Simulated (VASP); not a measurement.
Wanted: the native input for a VASP 6.6.1 run.

```yaml
Task: single point
Functional: PBE
Potentials_or_basis: VASP PAW PBE potentials, release 64 (Be, S)
Cutoff: 600 eV
k_mesh: 4 × 4 × 4
Occupations: gaussian, width 0.2 eV
Spin: no spin polarisation
Dipole_correction: no
Further_INCAR_settings: ALGO = Normal; EDIFF = 1e-06; NBANDS = 20
```

The structure of Be7S lies in POSCAR:

```
Be7S
1.0
    4.4623360210      0.0000000000      0.0000000000
   -2.2311680105      3.8644963544      0.0000000000
    0.0000000000      0.0000000000      4.3887272999
Be S
7 1
Direct
    0.5014325519      0.0028651038      0.5000000000
    0.9971348962      0.4985674481      0.5000000000
    0.5014325519      0.4985674481      0.5000000000
    0.1695013549      0.8304986451      0.0000000000
    0.6609972901      0.8304986451      0.0000000000
    0.1695013549      0.3390027099      0.0000000000
    0.6666666667      0.3333333333      0.0000000000
    0.0000000000      0.0000000000      0.5000000000
```

These files were run (other wordings do the same):

INCAR

```
SYSTEM = Be7S
ALGO = Normal
EDIFF = 1E-6
ENCUT = 600
GGA = PE
GGA_COMPAT = .FALSE.
ISIF = 2
ISMEAR = 0
LASPH = .TRUE.
LCHARG = .TRUE.
LELF = .TRUE.
LREAL = .FALSE.
LVHAR = .TRUE.
LWAVE = .FALSE.
NBANDS = 20
NELM = 120
PREC = Accurate
SIGMA = 0.2
```

KPOINTS

```
k-points
0
G
  4 4 4
  0 0 0
```

Potentials or basis: VASP PAW PBE potentials, release 64 (Be, S).

The run is started by

```console
$ cat potpaw_PBE.64/Be/POTCAR potpaw_PBE.64/S/POTCAR > POTCAR
$ mpirun -np 1 vasp_std > vasp.out
```

Results of the run:

| Item | Value |
| --- | --- |
| Pressure | 0.1 GPa |
| Largest force | 0.014 eV/Å |
| Band gap on the k mesh | zero (band 10 reaches 8.52 eV, above the bottom of band 11 at 5.74 eV) |

Caveat: the k points lie up to 0.41 Å⁻¹ apart.

It took 15 s on 1 thread of AMD EPYC 9R45 96-Core Processor (Zen 5) (shared host), peak memory 0.17 GiB.
